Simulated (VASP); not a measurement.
# TiC (I4mm) in VASP: single point with PBEsol

Aim: the single point of TiC with PBEsol.

All numbers are computed with VASP 6.6.1; they aren't measurements. Logs are shortened: lines on timing, memory, paths and dates and some standing lists are left out, and cuts for length are marked.

## (1) The cell of the first run

The structure is tetragonal, space group I4mm (No. 107). Conventional cell: a = 3.036 Å, b = 3.036 Å, c = 4.293 Å, α = 90.00°, β = 90.00°, γ = 90.00°. Ti (site symmetry 4mm) has 6 C at 1.96 to 2.33 Å within 2.6 Å. Within 2.6 Å of C (site symmetry 4mm) lie 6 Ti at 1.96 to 2.33 Å.

## (2) Single point, PBEsol (all C atoms moved +0.188 Å, as atom 2 along Cartesian [0 0 1])

The input, INCAR:

```
ALGO = Normal
EDIFF = 1E-7
ENCUT = 520
GGA = PS
ISIF = 2
ISMEAR = 0
LASPH = True
LCHARG = False
LREAL = False
LWAVE = False
NBANDS = 15
NELM = 100
PREC = Accurate
SIGMA = 0.15
```

The input, KPOINTS:

```
k-points
0
Gamma
  24 24 24
```

The input, POSCAR:

```
TiC
1.0
    0.0000000000      2.1466854677      2.1466854677
    2.1466854677      0.0000000000      2.1466854677
    2.1466854677      2.1466854677      0.0000000000
Ti C
1 1
Direct
    0.0000000000      0.0000000000      0.0000000000
    0.5436719778      0.5436719778      0.4563280222
```

Potentials or basis: VASP PAW PBE potentials, release 64 (Ti_sv, C).

On the command line:

```console
$ cat potpaw_PBE.64/Ti_sv/POTCAR potpaw_PBE.64/C/POTCAR > POTCAR
$ mpirun -np 1 vasp_std > vasp.out
```

OUTCAR:

```text
EDIFF = 1E-7
   ENCUT = 520
   GGA = PS
   ISIF = 2
   ISMEAR = 0
   LASPH = True
   LREAL = False
   NELM = 100
   PREC = Accurate

 ion  position               nearest neighbor table
   1  0.000  0.000  0.000-   2 1.96   2 2.15   2 2.15   2 2.15   2 2.15   2 2.33
   2  0.544  0.544  0.456-   1 1.96   1 2.15   1 2.15   1 2.15   1 2.15   1 2.33

  LATTYP: Found a face centered cubic cell.
 ALAT       =     4.2933709354

  Lattice vectors:

 A1 = (   0.0000000000,   2.1466854677,   2.1466854677)
 A2 = (   2.1466854677,   0.0000000000,   2.1466854677)
 A3 = (   2.1466854677,   2.1466854677,   0.0000000000)

Analysis of symmetry for initial positions (statically):
=====================================================================
 Subroutine PRICEL returns:
 Original cell was already a primitive cell.

 Routine SETGRP: Setting up the symmetry group for a
 face centered cubic supercell.

 Subroutine GETGRP returns: Found  8 space group operations
 (whereof  8 operations were pure point group operations)
 out of a pool of 48 trial point group operations.

The static configuration has the point symmetry C_4v.

Analysis of symmetry for dynamics (positions and initial velocities):
=====================================================================
 Subroutine PRICEL returns:
 Original cell was already a primitive cell.

 Routine SETGRP: Setting up the symmetry group for a
 face centered cubic supercell.

 Subroutine GETGRP returns: Found  8 space group operations
 (whereof  8 operations were pure point group operations)
 out of a pool of 48 trial point group operations.

The dynamic configuration has the point symmetry C_4v.

 Subroutine INISYM returns: Found  8 space group operations
 (whereof  8 operations are pure point group operations),
 and found     1 'primitive' translations

----------------------------------------------------------------------------------------

                                     Primitive cell

  volume of cell :      19.7850

  direct lattice vectors                    reciprocal lattice vectors
     0.000000000  2.146685468  2.146685468    -0.232917215  0.232917215  0.232917215
     2.146685468  0.000000000  2.146685468     0.232917215 -0.232917215  0.232917215
     2.146685468  2.146685468  0.000000000     0.232917215  0.232917215 -0.232917215

  length of vectors
     3.035871703  3.035871703  3.035871703     0.403424450  0.403424450  0.403424450

  position of ions in fractional coordinates (direct lattice)
     0.000000000  0.000000000  0.000000000
     0.543671978  0.543671978  0.456328022

  ion indices of the primitive-cell ions
   primitive index   ion index
                 1           1
                 2           2

----------------------------------------------------------------------------------------

 KPOINTS: k-points

Automatic generation of k-mesh.
 Grid dimensions read from file:
 generate k-points for:   24   24   24

 Generating k-lattice:

  Cartesian coordinates                     Fractional coordinates (reciprocal lattice)
    -0.009704884  0.009704884  0.009704884     0.041666667  0.000000000  0.000000000
     0.009704884 -0.009704884  0.009704884     0.000000000  0.041666667  0.000000000
     0.009704884  0.009704884 -0.009704884     0.000000000  0.000000000  0.041666667

  Length of vectors
     0.016809352  0.016809352  0.016809352

  Shift w.r.t. Gamma in fractional coordinates (k-lattice)
     0.000000000  0.000000000  0.000000000

 Subroutine IBZKPT returns following result:
 ===========================================

 Found   1063 irreducible k-points:

 Following reciprocal coordinates:
            Coordinates               Weight
  0.000000  0.000000  0.000000      1.000000
  0.041667  0.000000  0.000000      8.000000
  0.083333  0.000000  0.000000      8.000000
  0.125000  0.000000  0.000000      8.000000
  0.166667  0.000000  0.000000      8.000000
  0.208333  0.000000  0.000000      8.000000
[... 16 lines left out ...]
  0.000000  0.208333  0.041667     16.000000
  0.250000  0.041667  0.000000      8.000000
 [... further k-points ...]
   k-points           NKPTS =   1063   k-points in BZ     NKDIM =   1063   number of bands    NBANDS=     15
   number of dos      NEDOS =    301   number of ions     NIONS =      2
   total plane-waves  NPLWV =  13824
   dimension x,y,z NGX =    24 NGY =   24 NGZ =   24
   dimension x,y,z NGXF=    48 NGYF=   48 NGZF=   48
   ions per type =               1   1
   NGX,Y,Z   is equivalent  to a cutoff of  13.14, 13.14, 13.14 a.u.
   NGXF,Y,Z  is equivalent  to a cutoff of  26.29, 26.29, 26.29 a.u.
 SYSTEM =  unknown system
   PREC   = accura    normal or accurate (medium, high low for compatibility)
   ISTART =      0    job   : 0-new  1-cont  2-samecut
   ICHARG =      2    charge: 1-file 2-atom 10-const
   ISPIN  =      1    spin polarized calculation?
   LNONCOLLINEAR =      F non collinear calculations
   LSORBIT =      F    spin-orbit coupling
   LASPH  =      T    aspherical Exc in radial PAW
   ENCUT  =  520.0 eV  38.22 Ry    6.18 a.u.   5.64  5.64  5.64*2*pi/ulx,y,z
   NELM   =    100;   NELMIN=  2; NELMDL= -5     # of ELM steps
   EDIFF  = 0.1E-06   stopping-criterion for ELM
   LREAL  =      F    real-space projection
   EDIFFG = 0.1E-05   stopping-criterion for IOM
   NSW    =      0    number of steps for IOM
   IBRION =     -1    ionic relax: 0-MD 1-quasi-New 2-CG
   NFREE  =      0    steps in history (QN), initial steepest desc. (CG)
   ISIF   =      2    stress and relaxation
   ISYM   =      2    0-nonsym 1-usesym 2-fastsym
   POTIM  = 0.5000    time-step for ionic-motion
   TEBEG  =    0.0;   TEEND  =   0.0 temperature during run
   PSTRESS=    0.0 pullay stress
   NELECT =      16.0000    total number of electrons
   NUPDOWN=      -1.0000    fix difference up-down
   EMIN   =  10.00;   EMAX   =-10.00  energy-range for DOS
   EFERMI =   0.00;   METHOD = LEGACY
   ISMEAR =     0;   SIGMA  =   0.15  broadening in eV -4-tet -1-fermi 0-gaus
   EFERMI_NEDOS =   21; number of points for ismear=-14 and -15
   IALGO  =     38    algorithm
   IMIX   =      4    mixing-type and parameters
     AMIX     =   0.40;   BMIX     =  1.00
     AMIX_MAG =   1.60;   BMIX_MAG =  1.00
  volume/ion in A,a.u.               =       9.89        66.76
  Fermi-wavevector in a.u.,A,eV,Ry     =   1.525234  2.882274 31.651750  2.326338
  Thomas-Fermi vector in A             =   2.633432
   LORBIT       =      0    0 simple, 1 ext, 2 COOP (PROOUT), +10 PAW based schemes
   GGA     = PS    functional components
   LHFCALC =     F    Hartree Fock is set to
   AEXX    =    0.0000 exact exchange contribution
   IVDW    =     0    specifies the selected vdW correction
   LEPSILON=     F    determine dielectric tensor
   LRPA    =     F    only Hartree local field effects (RPA)
 non-spin polarized calculation
 Gauss-broadening in eV      SIGMA  =   0.15
  energy-cutoff  :      520.00
  volume of cell :       19.78
 maximum number of plane-waves:       547
   NGX = 11   NGY = 11   NGZ = 11

 number of electron      16.0000003 magnetization

 Free energy of the ion-electron system (eV)
  ---------------------------------------------------
  ext. energy  EPLUGINS =         0.00000000
  ---------------------------------------------------
  free energy    TOTEN  =       -19.62353885 eV

  energy without entropy =      -19.62193925  energy(sigma->0) =      -19.62273905

 E-fermi :   9.6648     XC(G=0): -12.9803

 val. band max:        9.6627017320   @ k =   0.5000   0.4583   0.0000
 cond. band min:       9.6757253783   @ k =   0.2500   0.2083   0.0417
 fundamental gap:      0.0130236463
 Fermi energy:         9.6648231798

 k-point     1 :       0.0000    0.0000    0.0000
  band No.  band energies     occupation
      1     -46.6308      2.00000
      2     -22.7502      2.00000
      3     -22.7502      2.00000
      4     -22.7483      2.00000
      5      -2.8409      2.00000
      6       9.5394      1.76291
      7       9.5394      1.76291
      8       9.8326      0.11378
      9      10.2907      0.00000
     10      11.4050      0.00000
     11      12.2085      0.00000
     12      12.2085      0.00000
     13      13.2210      0.00000
     14      20.3169      0.00000
     15      23.5006      0.00000

 k-point     2 :       0.0417    0.0000    0.0000
  band No.  band energies     occupation
      1     -46.6294      2.00000
      2     -22.7600      2.00000
      3     -22.7511      2.00000
      4     -22.7495      2.00000
      5      -2.7998      2.00000
      6       9.2857      1.99965
      7       9.4873      1.90573
      8       9.9203      0.01602
      9      10.3018      0.00000
     10      11.1893      0.00000
     11      12.1184      0.00000
     12      12.5349      0.00000
     13      13.4288      0.00000
     14      20.3897      0.00000
     15      23.5329      0.00000

 k-point     3 :       0.0833    0.0000    0.0000
  band No.  band energies     occupation
      1     -46.6251      2.00000
      2     -22.7893      2.00000
      3     -22.7539      2.00000
      4     -22.7523      2.00000
      5      -2.6779      2.00000
      6       8.8394      2.00000
      7       9.3080      1.99923
      8       9.8178      0.14916
      9      10.3874      0.00000
     10      10.9446      0.00000
     11      12.0293      0.00000
     12      13.1320      0.00000
     13      13.8818      0.00000
     14      20.5892      0.00000
     15      23.6087      0.00000
[... 343 lines left out ...]
 k-point    23 :       0.0000    0.2083    0.0417
  band No.  band energies     occupation
      1     -46.6019      2.00000
      2     -22.9425      2.00000
      3     -22.7761      2.00000
      4     -22.7663      2.00000
      5      -1.9637      2.00000
      6       7.3140      2.00000
      7       8.2320      2.00000
      8       8.7737      2.00000
      9      10.8139      0.00000
     10      11.1625      0.00000
     11      12.2987      0.00000
     12      14.8549      0.00000
     13      15.5002      0.00000
     14      21.2350      0.00000
     15      23.8194      0.00000

 k-point    24 :       0.2500    0.0417    0.0000
  band No.  band energies     occupation
      1     -46.5911      2.00000
      2     -23.0144      2.00000
      3     -22.7850      2.00000
      4     -22.7721      2.00000
      5      -1.5914      2.00000
      6       6.7610      2.00000
      7       7.9732      2.00000
      8       8.0467      2.00000
      9      11.0309      0.00000
     10      11.5132      0.00000
     11      12.6134      0.00000
     12      15.2059      0.00000
     13      16.2256      0.00000
     14      21.1075      0.00000
     15      23.9925      0.00000

 [... further k-points ...]

------------------------ aborting loop because EDIFF is reached ----------------------------------------

  FORCE on cell =-STRESS in cart. coord.  units (eV):
  Direction    XX          YY          ZZ          XY          YZ          ZX
  --------------------------------------------------------------------------------------
  -------------------------------------------------------------------------------------
  Total        0.0875863      0.0875863      1.6088108      0.0000000      0.0000000     -0.0000000
  in kB        7.0927005      7.0927005    130.2807675      0.0000000      0.0000000     -0.0000000
  external PRESSURE =      48.1553895 kB  Pullay stress =       0.0000000 kB

 VOLUME and BASIS-vectors are now :
 -----------------------------------------------------------------------------
  energy-cutoff  :      520.00
  volume of cell :       19.78
      direct lattice vectors                 reciprocal lattice vectors
     0.000000000  2.146685468  2.146685468    -0.232917215  0.232917215  0.232917215
     2.146685468  0.000000000  2.146685468     0.232917215 -0.232917215  0.232917215
     2.146685468  2.146685468  0.000000000     0.232917215  0.232917215 -0.232917215

 POSITION                                       TOTAL-FORCE (eV/Angst)
 -----------------------------------------------------------------------------------
      0.00000      0.00000      0.00000         0.000000      0.000000      2.010904
      2.14669      2.14669      2.33419         0.000000      0.000000     -2.010904
 -----------------------------------------------------------------------------------
    total drift:                               -0.000000     -0.000000      0.000021

  FREE ENERGIE OF THE ION-ELECTRON SYSTEM (eV)
  ---------------------------------------------------
  free  energy   TOTEN  =       -19.6235388515 eV

  energy  without entropy=      -19.6219392510  energy(sigma->0) =      -19.62273905
```

It took 3.1 min on 1 thread of Intel Xeon Platinum 8259CL at 2.50GHz (Skylake/Cascade Lake), shared host; peak memory 0.41 GiB.

What came out:

- Free energy: -19.6235 eV
- Pressure: 4.8 GPa
- Largest force: 2.011 eV/Å
- Band gap on the k mesh: zero (bands 8 and 9 overlap by 1.09 eV)

Forces in eV/Å, atoms in the order of the input:
```
Ti   0.000  0.000  2.011
C    0.000  0.000 -2.011
```

Caveat: the cell differs from its parent crystal (all C atoms moved +0.188 Å, as atom 2 along Cartesian [0 0 1]); the stress differs along the axes, from 1 to 13 GPa; the PAW data sets were made with another functional, which shifts forces and pressure a little.
